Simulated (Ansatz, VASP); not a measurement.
# C: VASP beside Ansatz

Contents of INCAR:

```
  PREC = Accurate
  ENCUT = 600
  EDIFF = 1E-6
  ISMEAR = 0
  SIGMA = 0.01
  LREAL = F
  LASPH = T
  NELM = 120
  ALGO = Normal
  ISIF = 2
  LWAVE = F
  LCHARG = F
  GGA = CA
  NBANDS = 11
  GGA_COMPAT = F
```

KPOINTS

```
Automatic mesh
0
Gamma
  8 8 8
```

POSCAR

```
C
1.0
    0.0000000000      1.7801241426      1.7801241426
    1.7801241426      0.0000000000      1.7801241426
    1.7801241426      1.7801241426      0.0000000000
C
2
Direct
    0.0000000000      0.0000000000      0.0000000000
    0.2500000000      0.2500000000      0.2500000000
```

Input for Ansatz:

```yaml
crystal:
  lattice:
    - [0.0, 1.7801241426, 1.7801241426]
    - [1.7801241426, 0.0, 1.7801241426]
    - [1.7801241426, 1.7801241426, 0.0]
  atoms:
    - { symbol: C, position: [0.0, 0.0, 0.0] }
    - { symbol: C, position: [0.25, 0.25, 0.25] }
kpoints:
  mp_grid: { grid: [8, 8, 8] }
hamiltonian:
  xc: lda
scf:
  occupations: { method: fixed }
  n_extra_bands: 4
output:
  forces: true
  stress: true
  eigenvalues: true
```

Alike in both runs: task single point; functional LDA; k mesh 8 × 8 × 8; no spin polarisation.

```csv
,VASP,Ansatz
version,VASP 6.6.1,Ansatz 0.2.0
potentials or method,"VASP PAW LDA potentials, release 64 (C)",plane waves
plane-wave cutoff (eV),600,420
occupations,"gaussian, width 0.01 eV",fixed
valence electrons in the cell,8,8
```

VASP gave:

```
gap on the k mesh at the Fermi level (eV) : 4.11
pressure (GPa)                            : -10.0
```

Which values does Ansatz return?

gap on the k mesh at the Fermi level (eV): 4.12; pressure (GPa): -10.8.

LDA's correlation is that of Perdew and Zunger in VASP and of Perdew and Wang (1992) in Ansatz.
